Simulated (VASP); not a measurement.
Na, 1 atom in the cell. The structure is tetragonal, space group I4/mmm (No. 139). The conventional cell has a = 3.367 Å, b = 3.367 Å, c = 5.491 Å, α = 90.00°, β = 90.00°, γ = 90.00°. Within 4.4 Å of Na (site symmetry 4/mmm) lie 12 Na at 3.37 to 3.63 Å. 

- Program: VASP 6.6.1
- Task: single point
- Functional: LDA
- Potentials or basis: VASP PAW LDA potentials, release 64 (Na_pv)
- Cutoff: 520 eV
- k mesh: 18 × 18 × 18
- Occupations: gaussian, width 0.15 eV
- Spin: no spin polarisation
- Dipole correction: no
- Further INCAR settings: ALGO = Normal; EDIFF = 1e-06; NBANDS = 10

Potentials or basis: VASP PAW LDA potentials, release 64 (Na_pv).

The run is started by

```console
$ cat potpaw_LDA.64/Na_pv/POTCAR > POTCAR
$ mpirun -np 1 vasp_std > vasp.out
```

Hardware: 1 thread of Intel(R) Xeon(R) Platinum 8259CL CPU @ 2.50GHz (Skylake/Cascade Lake), on a shared host.

Problem. How long does it take, and how much memory?

Solution. Wall time 74 s on 1 thread of Intel(R) Xeon(R) Platinum 8259CL CPU @ 2.50GHz (Skylake/Cascade Lake), with other jobs on the host, peak memory 0.23 GiB. Counts: scf iterations 9, k points 480.
